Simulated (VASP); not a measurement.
Crystal: CdO.

```
Cd O
1.0
     0.00000    2.34950    2.34950
     2.34950    0.00000    2.34950
     2.34950    2.34950    0.00000
Cd O
1 1
Direct
  0.00000 0.00000 0.00000
  0.50000 0.50000 0.50000
```

Base run:

* Program: VASP 6.6.1
* Functional: RPBE
* Dispersion: D3(BJ)
* Potentials or basis: VASP PAW PBE potentials, release 64 (Cd_sv_GW, O)
* Cutoff: 700 eV
* k mesh: 10 × 10 × 10
* Occupations: fermi-dirac, width 0.05 eV
* Spin: no spin polarisation

Its results: band gap on the k mesh zero (bands 13 and 14 overlap by 0.33 eV); pressure -11.0 GPa.

Problem. The run is repeated on the same cell with these changes: functional from RPBE to PBE; dispersion from D3(BJ) to D4. What comes out?

Solution. Band gap on the k mesh zero (bands 13 and 14 overlap by 0.41 eV); pressure 2.3 GPa.

Several settings changed at once.

Caveats: semilocal functionals underestimate gaps, and a narrow one can read as zero; the cell stands under tension (at least some runs); the dispersion term is far too large for a dense solid, which distorts pressure and volume (at least some runs); the PAW data sets were made with another functional, which shifts forces and pressure a little (at least some runs).
